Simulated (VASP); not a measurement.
Runs of VASP 6.6.1 on CoH4. The structure is that of space group P6/mmm (No. 191), or close to it. The cells are those of the table. 

```tsv
task	spin	cell	k mesh	cutoff (eV)	gap on the mesh (eV)	pressure (GPa)	moment (μB)
single point	off	a = 3.295, b = 3.295, c = 3.124 Å, angles 90.0, 90.0, 120.0°, 5 atoms	12 × 12 × 12	520	none	(a)	-
single point	collinear, ferromagnetic start	a = 3.409, b = 3.409, c = 4.462 Å, angles 90.0, 90.0, 120.0°, 5 atoms	6 × 6 × 4	520	none	-13.2	0.32
single point	collinear, ferromagnetic start	a = 3.297, b = 3.297, c = 3.121 Å, angles 90.0, 90.0, 120.0°, 5 atoms	6 × 6 × 6	520	none	-0.4	0.00
single point	collinear, ferromagnetic start	a = 3.297, b = 3.297, c = 3.126 Å, angles 90.0, 90.0, 120.0°, 5 atoms	6 × 6 × 4	520	none	-0.4	0.14
relaxation of cell and atoms	collinear, ferromagnetic start	relaxed from a = 3.297, b = 3.297, c = 3.126 Å, angles 90.0, 90.0, 120.0°, 5 atoms	6 × 6 × 6	600	none	-0.4	0.00
relaxation of cell and atoms	off	relaxed from a = 3.297, b = 3.297, c = 3.121 Å, angles 90.0, 90.0, 120.0°, 5 atoms	12 × 12 × 12	600	none	0.0	-
```

Alike in all rows: level PBE; potentials or basis VASP PAW PBE potentials, release 64 (Co, H); smearing gaussian 0.1 eV.

Question: Estimate the missing entries.

Answer: (a) -0.2.

Caveats: some runs use coarse meshes; the relaxation stopped at its first step, so nothing moved (some runs).

A gap of «none» marks levels without a gap at the run's occupations.
